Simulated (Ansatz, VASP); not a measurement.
## One calculation of CoO, two programs

```
CELL_PARAMETERS angstrom
1.50547 -0.86918 4.87985
-1.50547 -0.86918 4.87985
0.00000 -3.47673 4.87985
ATOMIC_POSITIONS crystal
Co 0.00000 0.00000 0.00000
Co 0.00000 0.00000 0.50000
O 0.50000 0.50000 0.75000
O 0.50000 0.50000 0.25000
```

Alike in both runs: task single point; functional PBEsol; k mesh 18 × 18 × 9; occupations gaussian, width 0.1 eV; collinear spin.

|  | VASP | Ansatz |
| --- | --- | --- |
| version | VASP 6.6.1 | Ansatz 0.2.0 |
| potentials or method | VASP PAW PBE potentials, release 64 (Co, O), cutoff 520 eV | scalar-relativistic, plane waves, PAW |
| valence electrons in the cell | 30 | 46 |

Ansatz gave:

* gap on the k mesh at the Fermi level (eV): none
* pressure (GPa): -12.2
* net moment per atom (μB): 0.00
* size of the moment on the site where the two differ most (μB): 2.36

Problem. Estimate VASP's values.

Solution. gap on the k mesh at the Fermi level (eV): none; pressure (GPa): -12.7; net moment per atom (μB): 0.00; size of the moment on the site where the two differ most (μB): 2.40.

VASP's potentials were made for PBE, not for PBEsol. Site moments also hang on the region over which each program counts them. A gap of «none» marks a metal or a gap that the smearing closes. VASP's potentials hold 30 valence electrons a cell and Ansatz's 46, so a difference there can come from the potentials and not from the codes.
